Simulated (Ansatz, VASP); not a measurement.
# Si: VASP beside Ansatz

File INCAR:

```
PREC = Accurate ; ENCUT = 520
EDIFF = 1E-7 ; ISMEAR = 0
SIGMA = 0.03 ; LREAL = F
LASPH = T ; NELM = 60
ALGO = Normal ; ISIF = 2
LWAVE = F ; LCHARG = F
GGA = CA ; NBANDS = 16
```

File KPOINTS:

```
Automatic mesh
0
Gamma
  10 10 10
```

File POSCAR:

```
Si
1.0
   -3.5123342591      3.1385543209      1.9223856600
    3.5123342591     -3.1385543209      1.9223856600
    3.5123342591      3.1385543209     -1.9223856600
Si
4
Direct
    0.1788010600      0.1788010600      0.3576021200
    0.8211989400      0.8211989400      0.6423978800
    0.1788010600      0.8211989400      0.0000000000
    0.8211989400      0.1788010600      0.0000000000
```

Input for Ansatz:

```yaml
crystal:
  lattice:
    - [-3.5123342591, 3.1385543209, 1.92238566]
    - [3.5123342591, -3.1385543209, 1.92238566]
    - [3.5123342591, 3.1385543209, -1.92238566]
  atoms:
    - { symbol: Si, position: [0.17880106, 0.17880106, 0.35760212] }
    - { symbol: Si, position: [0.82119894, 0.82119894, 0.64239788] }
    - { symbol: Si, position: [0.17880106, 0.82119894, 0.0] }
    - { symbol: Si, position: [0.82119894, 0.17880106, 0.0] }
basis:
  ecutwfc: 420
kpoints:
  mp_grid: { grid: [10, 10, 10] }
hamiltonian:
  xc: lda
scf:
  occupations: { method: gaussian, width: 0.03 }
output:
  forces: true
  stress: true
  eigenvalues: true
```

Change from the starting cell: strain +0.0562 x Voigt [1, -1, 0, 0, 0, 0], atoms carried along.

Alike in both runs: task single point; functional LDA; k mesh 10 × 10 × 10; occupations gaussian, width 0.03 eV; no spin polarisation.

|  | VASP | Ansatz |
| --- | --- | --- |
| version | VASP 6.6.1 | Ansatz 0.2.0 |
| potentials or method | VASP PAW LDA potentials, release 64 (Si), cutoff 520 eV | scalar-relativistic, plane waves, PAW |
| valence electrons in the cell | 16 | 16 |

|  | VASP | Ansatz | Ansatz less VASP |
| --- | --- | --- | --- |
| gap on the k mesh at the Fermi level (eV) | none | none | - |
| pressure (GPa) | -0.4 | -0.4 | -0.04 |
| traceless stress, the component that is largest in VASP (GPa) | 11.40 | 11.35 | -0.049 |
| rms of the force components (eV/Å) | 0.746 | 0.745 | -0.0015 |

LDA's correlation is that of Perdew and Zunger in VASP and of Perdew and Wang (1992) in Ansatz. Atom by atom the forces differ by 0.002 eV/Å (rms over components). A gap of «none» marks a metal or a gap that the smearing closes.
